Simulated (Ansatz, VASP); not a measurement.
# One calculation of Ti3CuBr, two programs

INCAR

```
PREC = Accurate ; ENCUT = 520
EDIFF = 1E-7 ; ISMEAR = 0
SIGMA = 0.1 ; LREAL = F
LASPH = T ; NELM = 150
ALGO = Normal ; ISIF = 2
LWAVE = F ; LCHARG = T
ISPIN = 2 ; MAGMOM = 1 1 1 1 0
LORBIT = 11 ; LMAXMIX = 4
GGA = PE ; LELF = T
LVHAR = T ; NBANDS = 39
```

File KPOINTS:

```
regular mesh
0
Gamma
  4 4 4
```

File POSCAR:

```
Ti3CuBr
1.0
    4.7074355100      0.0000000000      0.0000000000
    0.0000000000      4.7074355100      0.0000000000
    0.0000000000      0.0000000000      4.8056053900
Ti Cu Br
3 1 1
Direct
    0.0000000000      0.5000000000      0.5000000000
    0.5000000000      0.0000000000      0.5000000000
    0.0000000000      0.0000000000      0.0000000000
    0.0000000000      0.0000000000      0.5000000000
    0.5000000000      0.5000000000      0.5000000000
```

Input for Ansatz:

```yaml
crystal:
  lattice:
    - [4.70743551, 0.0, 0.0]
    - [0.0, 4.70743551, 0.0]
    - [0.0, 0.0, 4.80560539]
  atoms:
    - { symbol: Ti, position: [0.0, 0.5, 0.5], spin: 1.0 }
    - { symbol: Ti, position: [0.5, 0.0, 0.5], spin: 1.0 }
    - { symbol: Ti, position: [0.0, 0.0, 0.0], spin: 1.0 }
    - { symbol: Cu, position: [0.0, 0.0, 0.5], spin: 1.0 }
    - { symbol: Br, position: [0.5, 0.5, 0.5] }
basis:
  ecutwfc: 420
kpoints:
  mp_grid: { grid: [4, 4, 4] }
hamiltonian:
  xc: pbe
scf:
  occupations: { method: gaussian, width: 0.1 }
  lower_state_search: "off"
output:
  forces: true
  stress: true
  eigenvalues: true
  populations: true
magnetization:
  spin_polarized: true
```

Alike in both runs: task single point; functional PBE; k mesh 4 × 4 × 4; occupations gaussian, width 0.1 eV; collinear spin.

```csv
,VASP,Ansatz
version,VASP 6.6.1,Ansatz 0.2.0
potentials or method,"VASP PAW PBE potentials, release 64 (Ti_sv, Cu, Br), cutoff 520 eV","scalar-relativistic, plane waves, PAW"
valence electrons in the cell,54,62
```

Ansatz gave:

```
gap on the k mesh at the Fermi level (eV)                     : none
pressure (GPa)                                                : 9.3
traceless stress, the component that is largest in VASP (GPa) : -11.30
net moment per atom (μB)                                      : 0.07
size of the moment on the site where the two differ most (μB) : 0.72
```

Question: What did VASP give for the same quantities?

Answer: gap on the k mesh at the Fermi level (eV): none; pressure (GPa): 8.7; traceless stress, the component that is largest in VASP (GPa): -11.80; net moment per atom (μB): 0.00; size of the moment on the site where the two differ most (μB): 0.00.

Site moments also hang on the region over which each program counts them. A gap of «none» marks a metal or a gap that the smearing closes. VASP's potentials hold 54 valence electrons a cell and Ansatz's 62, so a difference there can come from the potentials and not from the codes. Ansatz's warnings: seeded moment not kept.
